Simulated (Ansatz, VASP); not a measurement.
FePb3 in VASP and in Ansatz

```xyz
8
Lattice="6.6739 0.0000 0.0000 -3.3369 5.7798 0.0000 0.0000 0.0000 5.5338" Properties=species:S:1:pos:R:3 pbc="T T T"
Fe    0.0000    3.8532    1.3835
Fe    3.3369    1.9266    4.1504
Pb    3.3369    3.7770    1.3835
Pb   -1.6025    4.7784    4.1504
Pb    1.7344    1.0014    1.3835
Pb    0.0000    2.0027    4.1504
Pb    4.9395    1.0014    1.3835
Pb    1.6025    4.7784    4.1504
```

Alike in both runs: functional PBE; k mesh 3 × 3 × 4; occupations gaussian, width 0.1 eV; collinear spin.

Ansatz relaxed the structure, and its values are those at the end. VASP's run is a single point on that final structure, the one shown.

|  | VASP | Ansatz |
| --- | --- | --- |
| version | VASP 6.6.1 | Ansatz 0.2.0 |
| potentials or method | VASP PAW PBE potentials, release 64 (Fe, Pb_d), cutoff 520 eV | scalar-relativistic, plane waves, PAW |
| valence electrons in the cell | 100 | 116 |

Ansatz gave:

- gap on the k mesh at the Fermi level (eV): none
- pressure (GPa): -0.2
- rms of the force components (eV/Å): 0.009
- net moment per atom (μB): 0.68
- size of the moment on the site where the two differ most (μB): 3.05

Estimate VASP's values.

gap on the k mesh at the Fermi level (eV): none; pressure (GPa): -0.3; rms of the force components (eV/Å): 0.009; net moment per atom (μB): 0.68; size of the moment on the site where the two differ most (μB): 2.94.

Site moments also hang on the region over which each program counts them. A gap of «none» marks a metal or a gap that the smearing closes. VASP's potentials hold 100 valence electrons a cell and Ansatz's 116, so a difference there can come from the potentials and not from the codes.

The k mesh is coarse, so the values compare programs but aren't converged. Neither program's run includes spin-orbit coupling.
